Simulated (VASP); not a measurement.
The system is C.

```xyz
2
Lattice="0.0000 1.7834 1.7834 1.7834 0.0000 1.7834 1.7834 1.7834 0.0000" Properties=species:S:1:pos:R:3 pbc="T T T"
C     0.0000    0.0000    0.0000
C     0.8917    0.8917    0.8917
```

Base run:

| Quantity | Value |
| --- | --- |
| Program | VASP 6.6.1 |
| Functional | PBEsol |
| Potentials or basis | VASP PAW PBE potentials, release 64 (C) |
| Cutoff | 520 eV |
| k mesh | 8 × 8 × 8 |
| Occupations | gaussian, width 0.01 eV |
| Spin | no spin polarisation |

Its results: band gap on the k mesh 4.00 eV, indirect (least direct gap 5.54 eV); pressure -3.8 GPa.

Task: The run is repeated on the same cell with these changes: functional from PBEsol to RPBE. What comes out?

Result: Band gap on the k mesh 4.13 eV, indirect (least direct gap 5.59 eV); pressure 8.5 GPa.

RPBE binds less tightly than PBEsol, so the same cell stands under more pressure.

Caveats: the PAW data sets were made with another functional, which shifts forces and pressure a little.

A k mesh can miss the band edges.
